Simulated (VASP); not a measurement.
A run of VASP 6.6.1:

File INCAR:

```
  PREC = Accurate
  ENCUT = 520
  EDIFF = 1E-8
  ISMEAR = 0
  SIGMA = 0.01
  LREAL = F
  LASPH = T
  NELM = 60
  ALGO = Normal
  ISIF = 2
  LWAVE = F
  LCHARG = F
  GGA = PE
  NBANDS = 15
  IBRION = 8
  NSW = 1
  LEPSILON = T
```

Contents of KPOINTS:

```
regular mesh
0
Gamma
  8 8 8
```

Contents of POSCAR:

```
KF
1.0
    0.0000000000      2.7103820615      2.7103820615
    2.7103820615      0.0000000000      2.7103820615
    2.7103820615      2.7103820615      0.0000000000
K F
1 1
Direct
    0.0000000000      0.0000000000      0.0000000000
    0.5000000000      0.5000000000      0.5000000000
```

Potentials or basis: VASP PAW PBE potentials, release 64 (K_sv, F).

Launch:

```sh
$ cat potpaw_PBE.64/K_sv/POTCAR potpaw_PBE.64/F/POTCAR > POTCAR
$ mpirun -np 1 vasp_std > vasp.out
```

Hardware: 1 thread of Intel Xeon 8259CL, on a shared host.

Question: Estimate the wall time of this run.

Answer: It took 11 min on 1 thread of Intel Xeon 8259CL, with other jobs on the host, peak memory 0.25 GiB. Counts: scf iterations 197, k points 29.
